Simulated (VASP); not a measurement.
# W16N in VASP: single point with PBE

Aim: the single point of W16N with PBE.

Program: VASP 6.6.1. These are calculated values, not measurements. Logs are shortened: lines on timing, memory, paths and dates and some standing lists are left out, and cuts for length are marked.

## 1. The cell of the first run

The cell holds a slab with vacuum, 17 atoms: a = 6.367 Å, b = 6.367 Å, c = 20.143 Å, α = 90.00°, β = 90.00°, γ = 90.00°.

## 2. Single point, PBE

Input file INCAR:

```
PREC = Accurate ; ENCUT = 520
EDIFF = 1E-7 ; ISMEAR = 0
SIGMA = 0.1 ; LREAL = Auto
LASPH = T ; NELM = 100
ALGO = Fast ; ISIF = 2
LWAVE = F ; LCHARG = T
LDIPOL = T ; IDIPOL = 3
DIPOL = 0.5 0.5 0.327 ; GGA = PE
LELF = T ; LVHAR = T
LVACPOTAV = T ; NBANDS = 128
```

Input file KPOINTS:

```
Automatic mesh
0
Gamma
  4 4 1
```

Input file POSCAR:

```
W16N
1.0
    6.3673983408      0.0000000000      0.0000000000
    0.0000000000      6.3673983408      0.0000000000
    0.0000000000      0.0000000000     20.1425775155
W N
16 1
Direct
    0.2500000000      0.2500000000      0.1985843171
    0.2500000000      0.7500000000      0.1985843171
    0.7500000000      0.2500000000      0.1985843171
    0.7500000000      0.7500000000      0.1985843171
    0.0000000000      0.0000000000      0.2776134078
    0.0000000000      0.5000000000      0.2776134078
    0.5000000000      0.0000000000      0.2776134078
    0.5000000000      0.5000000000      0.2776134078
    0.2500000000      0.2500000000      0.3599451785
    0.2500000000      0.7500000000      0.3599451785
    0.7500000000      0.2500000000      0.3599451785
    0.7500000000      0.7500000000      0.3599451785
    0.0000000000      0.0000000000      0.4290700884
    0.0000000000      0.5000000000      0.4290700884
    0.5000000000      0.0000000000      0.4290700884
    0.5000000000      0.5000000000      0.4290700884
    0.0625000000      0.1250000000      0.5048554456
```

Potentials or basis: VASP PAW PBE potentials, release 64 (W_sv, N).

Run with:

```
> cat potpaw_PBE.64/W_sv/POTCAR potpaw_PBE.64/N/POTCAR > POTCAR
> mpirun -np 1 vasp_std > vasp.out
```

OUTCAR:

```text
PREC = Accurate
   ENCUT = 520
   EDIFF = 1E-7
   ISMEAR = 0
   LREAL = Auto
   LASPH = T
   NELM = 100
   ISIF = 2
   GGA = PE

 ion  position               nearest neighbor table
   1  0.250  0.250  0.199-   5 2.76   6 2.76   7 2.76   8 2.76   2 3.18   3 3.18   2 3.18   3 3.18
                             9 3.25
   2  0.250  0.750  0.199-   5 2.76   6 2.76   7 2.76   8 2.76   1 3.18   4 3.18   1 3.18   4 3.18
                            10 3.25
   3  0.750  0.250  0.199-   5 2.76   6 2.76   7 2.76   8 2.76   1 3.18   4 3.18   4 3.18   1 3.18
                            11 3.25
   4  0.750  0.750  0.199-   5 2.76   6 2.76   7 2.76   8 2.76   2 3.18   3 3.18   3 3.18   2 3.18
                            12 3.25
   5  0.000  0.000  0.278-   1 2.76   2 2.76   3 2.76   4 2.76   9 2.80  10 2.80  11 2.80  12 2.80
                            13 3.05   7 3.18   6 3.18   6 3.18   7 3.18
   6  0.000  0.500  0.278-   1 2.76   2 2.76   3 2.76   4 2.76   9 2.80  10 2.80  11 2.80  12 2.80
                            14 3.05   8 3.18   5 3.18   5 3.18   8 3.18
   7  0.500  0.000  0.278-   1 2.76   2 2.76   3 2.76   4 2.76   9 2.80  10 2.80  11 2.80  12 2.80
                            15 3.05   8 3.18   5 3.18   8 3.18   5 3.18
   8  0.500  0.500  0.278-   1 2.76   2 2.76   3 2.76   4 2.76   9 2.80  10 2.80  11 2.80  12 2.80
                            16 3.05   7 3.18   6 3.18   7 3.18   6 3.18
   9  0.250  0.250  0.360-  13 2.65  14 2.65  15 2.65  16 2.65   5 2.80   6 2.80   7 2.80   8 2.80
                            10 3.18  11 3.18  10 3.18  11 3.18   1 3.25
  10  0.250  0.750  0.360-  13 2.65  14 2.65  15 2.65  16 2.65   5 2.80   6 2.80   7 2.80   8 2.80
                             9 3.18  12 3.18   9 3.18  12 3.18   2 3.25
  11  0.750  0.250  0.360-  13 2.65  14 2.65  15 2.65  16 2.65   5 2.80   6 2.80   7 2.80   8 2.80
                             9 3.18  12 3.18  12 3.18   9 3.18   3 3.25
  12  0.750  0.750  0.360-  13 2.65  14 2.65  15 2.65  16 2.65   5 2.80   6 2.80   7 2.80   8 2.80
                            10 3.18  11 3.18  11 3.18  10 3.18   4 3.25
  13  0.000  0.000  0.429-  17 1.77  10 2.65  11 2.65  12 2.65   9 2.65   5 3.05  15 3.18  14 3.18
                            14 3.18  15 3.18
  14  0.000  0.500  0.429-   9 2.65  10 2.65  11 2.65  12 2.65   6 3.05  13 3.18  16 3.18  13 3.18
                            16 3.18
  15  0.500  0.000  0.429-   9 2.65  10 2.65  11 2.65  12 2.65   7 3.05  13 3.18  16 3.18  16 3.18
                            13 3.18
  16  0.500  0.500  0.429-   9 2.65  10 2.65  11 2.65  12 2.65   8 3.05  14 3.18  15 3.18  15 3.18
                            14 3.18
  17  0.062  0.125  0.505-  13 1.77

  LATTYP: Found a simple tetragonal cell.
 ALAT       =     6.3673983408
 C/A-ratio  =     3.1633920853

  Lattice vectors:

 A1 = (   6.3673983408,   0.0000000000,   0.0000000000)
 A2 = (   0.0000000000,   6.3673983408,   0.0000000000)
 A3 = (   0.0000000000,   0.0000000000,  20.1425775155)

Analysis of symmetry for initial positions (statically):
=====================================================================
[... 160 lines left out ...]
  volume/ion in A,a.u.               =      48.04       324.18
  Fermi-wavevector in a.u.,A,eV,Ry     =   1.071536  2.024910 15.622079  1.148190
  Thomas-Fermi vector in A             =   2.207280
   LORBIT       =      0    0 simple, 1 ext, 2 COOP (PROOUT), +10 PAW based schemes
   GGA     = PE    functional components
   LHFCALC =     F    Hartree Fock is set to
   AEXX    =    0.0000 exact exchange contribution
   IVDW    =     0    specifies the selected vdW correction
   LEPSILON=     F    determine dielectric tensor
   LRPA    =     F    only Hartree local field effects (RPA)
 non-spin polarized calculation
 RMM-DIIS sequential band-by-band and
 Gauss-broadening in eV      SIGMA  =   0.10
  energy-cutoff  :      520.00
  volume of cell :      816.66
 maximum number of plane-waves:     22040
   NGX = 23   NGY = 23   NGZ = 75

 dipolmoment           0.000000      0.000000     -0.275472 electrons x Angstroem

 number of electron     228.9999965 magnetization

 dipolmoment           0.000000      0.000000      0.171107 electrons x Angstroem

 Free energy of the ion-electron system (eV)
  ---------------------------------------------------
  ext. energy  EPLUGINS =         0.00000000
  ---------------------------------------------------
  free energy    TOTEN  =      -194.41722331 eV

  energy without entropy =     -194.30993799  energy(sigma->0) =     -194.36358065

 E-fermi :   0.5719     XC(G=0):  -5.5104

 val. band max:        0.5693354119   @ k =  -0.2500   0.5000   0.0000
 cond. band min:       0.5830994684   @ k =   0.5000   0.5000   0.0000
 fundamental gap:      0.0137640565
 Fermi energy:         0.5719471188

 k-point     1 :       0.0000    0.0000    0.0000
  band No.  band energies     occupation
      1     -73.3335      2.00000
      2     -73.2750      2.00000
      3     -73.2661      2.00000
      4     -73.2636      2.00000
      5     -73.2622      2.00000
      6     -73.2497      2.00000
[... 1279 lines left out ...]
    125       1.7166      0.00000
    126       1.9833      0.00000
 [bands above 126 left out]

------------------------ aborting loop because EDIFF is reached ----------------------------------------

  FORCE on cell =-STRESS in cart. coord.  units (eV):
  Direction    XX          YY          ZZ          XY          YZ          ZX
  --------------------------------------------------------------------------------------
  -------------------------------------------------------------------------------------
  Total      -20.3116822    -22.1790849     -8.6866898      0.6808944      1.8706423      0.5368462
  in kB      -39.8489966    -43.5126088    -17.0422061      1.3358302      3.6699678      1.0532256
  external PRESSURE =     -33.4679372 kB  Pullay stress =       0.0000000 kB

 VOLUME and BASIS-vectors are now :
 -----------------------------------------------------------------------------
  energy-cutoff  :      520.00
  volume of cell :      816.66
      direct lattice vectors                 reciprocal lattice vectors
     6.367398341  0.000000000  0.000000000     0.157050014  0.000000000  0.000000000
     0.000000000  6.367398341  0.000000000     0.000000000  0.157050014  0.000000000
     0.000000000  0.000000000 20.142577516     0.000000000  0.000000000  0.049646079

 POSITION                                       TOTAL-FORCE (eV/Angst)
 -----------------------------------------------------------------------------------
      1.59185      1.59185      4.00000        -0.016528     -0.040255      2.095196
      1.59185      4.77555      4.00000         0.043358     -0.026868      2.092414
      4.77555      1.59185      4.00000        -0.008973      0.021249      2.090261
      4.77555      4.77555      4.00000        -0.051757     -0.068347      2.122713
      0.00000      0.00000      5.59185         0.013124      0.112608     -2.460536
      0.00000      3.18370      5.59185         0.047703     -0.032899     -2.067411
[... 9 lines left out ...]
      3.18370      3.18370      8.64258        -0.102197     -0.183720     -0.419708
      0.39796      0.79592     10.16909         0.233093      0.997576      0.245409
 -----------------------------------------------------------------------------------
    total drift:                               -0.000115     -0.000083      0.009047

  FREE ENERGIE OF THE ION-ELECTRON SYSTEM (eV)
  ---------------------------------------------------
  free  energy   TOTEN  =      -194.4172233085 eV

  energy  without entropy=     -194.3099379927  energy(sigma->0) =     -194.36358065

 vacuum level on the upper side and lower side of the slab         5.472         4.708
```

OSZICAR:

```text
N       E                     dE             d eps       ncg     rms          rms(c)
DAV:   1     0.289626164614E+04    0.28963E+04   -0.14162E+05  3272   0.168E+03
DAV:   2    -0.565574809366E+02   -0.29528E+04   -0.29147E+04  2880   0.524E+02
DAV:   3    -0.205142266525E+03   -0.14858E+03   -0.14431E+03  3256   0.111E+02
[... 28 lines left out ...]
RMM:  32    -0.194417212866E+03   -0.10685E-04   -0.13702E-06  2034   0.881E-04    0.995E-04
RMM:  33    -0.194417220043E+03   -0.71773E-05   -0.72652E-07  1946   0.726E-04    0.590E-04
RMM:  34    -0.194417222141E+03   -0.20983E-05   -0.38842E-07  1531   0.556E-04    0.661E-04
RMM:  35    -0.194417222995E+03   -0.85419E-06   -0.24382E-07  1349   0.424E-04    0.169E-04
RMM:  36    -0.194417223240E+03   -0.24421E-06   -0.12447E-07  1004   0.331E-04    0.103E-04
RMM:  37    -0.194417223309E+03   -0.68892E-07   -0.69953E-08   860   0.291E-04
   1 F= -.19441722E+03 E0= -.19436358E+03  d E =-.107285E+00
```

It took 65 min on 1 thread of Oxide Virtual Turin-like, shared host; peak memory 1 GiB.

Results:

```yaml
Free_energy: -194.4172 eV
Largest_force: 2.463 eV/Å
Band_gap_on_the_k_mesh: zero (an odd number of electrons rules out a gap without spin polarisation)
```

Forces on the atoms (eV/Å):
```
W   -0.017 -0.040  2.095
W    0.043 -0.027  2.092
W   -0.009  0.021  2.090
W   -0.052 -0.068  2.123
W    0.013  0.113 -2.461
W    0.048 -0.033 -2.067
W   -0.017  0.060 -2.080
W    0.029  0.082 -2.264
W    0.848  0.669 -0.880
W    0.882 -0.724 -0.398
W   -0.768  0.611 -0.635
W   -1.141 -0.912 -0.307
W   -0.161  0.151  2.112
W    0.183 -0.666  0.754
W   -0.014 -0.050  0.001
W   -0.102 -0.184 -0.420
N    0.233  0.998  0.245
```

Levels at points of the mesh, in eV from the Fermi level:
```csv
k point,band 111,band 112,band 113,band 114,band 115,band 116,band 117,band 118,band 119,band 120
"(0.00, 0.00, 0.00)",-0.23,-0.22,0.02,0.20,0.27,0.45,0.53,0.69,0.85,0.97
"(0.50, 0.00, 0.00)",-0.19,-0.18,-0.15,-0.14,-0.12,-0.05,0.19,0.70,0.75,0.77
"(0.00, 0.50, 0.00)",-0.20,-0.16,-0.14,-0.13,-0.05,-0.01,0.09,0.71,0.75,0.78
"(0.50, 0.50, 0.00)",-0.68,-0.55,-0.15,-0.09,-0.05,-0.04,-0.02,0.01,0.31,0.39
```

Caveat: spin-orbit coupling is left out, which moves the levels of the heavy elements.
